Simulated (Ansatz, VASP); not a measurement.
**Two plane-wave programs on BN**

File INCAR:

```
PREC = Accurate ; ENCUT = 520
EDIFF = 1E-7 ; ISMEAR = 0
SIGMA = 0.05 ; LREAL = False
LASPH = True ; NELM = 100
ALGO = Normal ; ISIF = 2
LWAVE = False ; LCHARG = False
GGA = PE ; NBANDS = 16
```

Contents of KPOINTS:

```
regular mesh
0
Gamma
  12 12 6
```

POSCAR

```
BN
1.0
    2.5284002057      0.0000000000      0.0000000000
   -1.2642001029      2.1896588090      0.0000000000
    0.0000000000      0.0000000000      4.2268550000
B N
2 2
Direct
    0.6666666667      0.3333333333      0.9997240000
    0.3333333333      0.6666666667      0.4997240000
    0.6666666667      0.3333333333      0.6252760000
    0.3333333333      0.6666666667      0.1252760000
```

Input for Ansatz:

```yaml
crystal:
  lattice:
    - [2.5284002057, 0.0, 0.0]
    - [-1.2642001029, 2.189658809, 0.0]
    - [0.0, 0.0, 4.226855]
  atoms:
    - { symbol: B, position: [0.6666666667, 0.3333333333, 0.999724] }
    - { symbol: B, position: [0.3333333333, 0.6666666667, 0.499724] }
    - { symbol: "N", position: [0.6666666667, 0.3333333333, 0.625276] }
    - { symbol: "N", position: [0.3333333333, 0.6666666667, 0.125276] }
basis:
  ecutwfc: 520.0
kpoints:
  mp_grid: { grid: [12, 12, 6] }
hamiltonian:
  xc: pbe
scf:
  occupations: { method: gaussian, width: 0.05 }
output:
  forces: true
  stress: true
  eigenvalues: true
  write_density: true
  write_potential: true
  elf: true
  volumetric_format: npy
```

Change from the starting cell: strain -0.0100 x Voigt [1, 1, 0, 0, 0, 0], atoms carried along.

Alike in both runs: task single point; functional PBE; k mesh 12 × 12 × 6; occupations gaussian, width 0.05 eV; no spin polarisation.

|  | VASP | Ansatz |
| --- | --- | --- |
| version | VASP 6.6.1 | Ansatz 0.2.0 |
| potentials or method | VASP PAW PBE potentials, release 64 (B, N), cutoff 520 eV | scalar-relativistic, plane waves, PAW |
| valence electrons in the cell | 16 | 16 |

|  | VASP | Ansatz | Ansatz less VASP |
| --- | --- | --- | --- |
| gap on the k mesh at the Fermi level (eV) | 5.13 | 5.15 | +0.016 |
| least direct gap on the mesh (eV) | 8.31 | 8.32 | +0.005 |
| pressure (GPa) | 8.0 | 7.8 | -0.27 |
| traceless stress, the component that is largest in VASP (GPa) | -7.15 | -7.09 | +0.060 |
| rms of the force components (eV/Å) | 0.008 | 0.006 | -0.0022 |

Atom by atom the forces differ by 0.002 eV/Å (rms over components). With one functional, cell and mesh, what is left measures potentials, basis and numerics.
